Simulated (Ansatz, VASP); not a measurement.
# Two plane-wave programs on Y

Contents of INCAR:

```
SYSTEM = Y
ALGO = Normal
EDIFF = 1E-7
EDIFFG = -0.05
ENCUT = 500
GGA = PS
GGA_COMPAT = .FALSE.
IBRION = 2
ISIF = 3
ISMEAR = 0
LASPH = .TRUE.
LCHARG = .FALSE.
LREAL = .FALSE.
LWAVE = .FALSE.
NELM = 120
NELMIN = 4
NSW = 80
PREC = Accurate
SIGMA = 0.1
```

Contents of KPOINTS:

```
k-points
0
G
  8 8 8
  0 0 0
```

The input POSCAR:

```
Y
1.0
   -1.7474148972      1.7474148972      1.7474148972
    1.7474148972     -1.7474148972      1.7474148972
    1.7474148972      1.7474148972     -1.7474148972
Y
1
Direct
    0.0000000000      0.0000000000      0.0000000000
```

Input for Ansatz:

```yaml
crystal:
  lattice:
    - [-1.7474148972, 1.7474148972, 1.7474148972]
    - [1.7474148972, -1.7474148972, 1.7474148972]
    - [1.7474148972, 1.7474148972, -1.7474148972]
  atoms:
    - { symbol: "Y", position: [0.0, 0.0, 0.0] }
basis:
  ecutwfc: 420
kpoints:
  mp_grid: { grid: [8, 8, 8] }
hamiltonian:
  xc: pbesol
scf:
  occupations: { method: gaussian, width: 0.1 }
output:
  forces: true
  stress: true
  eigenvalues: true
relax:
  adjacent_minimum: "off"
  f_tol: 0.05
  max_steps: 60
  cell: { stress_tol: 0.5 }
```

Alike in both runs: task relaxation of cell and atoms; functional PBEsol; k mesh 8 × 8 × 8; occupations gaussian, width 0.1 eV; no spin polarisation.

```csv
,VASP,Ansatz
version,VASP 6.6.1,Ansatz 0.2.0
potentials or method,"VASP PAW PBE potentials, release 64 (Y_sv), cutoff 500 eV","scalar-relativistic, plane waves, PAW"
valence electrons in the cell,11,11
```

|  | VASP | Ansatz | Ansatz less VASP |
| --- | --- | --- | --- |
| gap on the k mesh at the Fermi level, each at its own relaxed structure (eV) | none | none | - |
| relaxed volume (Å³/atom) | 31.21 | 31.33 | +0.116 |
| relaxed length of the cell vector where the two differ most in proportion (Å) | 3.435 | 3.440 | +0.0042 |

VASP's potentials were made for PBE, not for PBEsol. A gap of «none» marks a metal or a gap that the smearing closes.

Noted on VASP's run: the volume moved by over 15 % at a fixed basis, so the end points are rough.
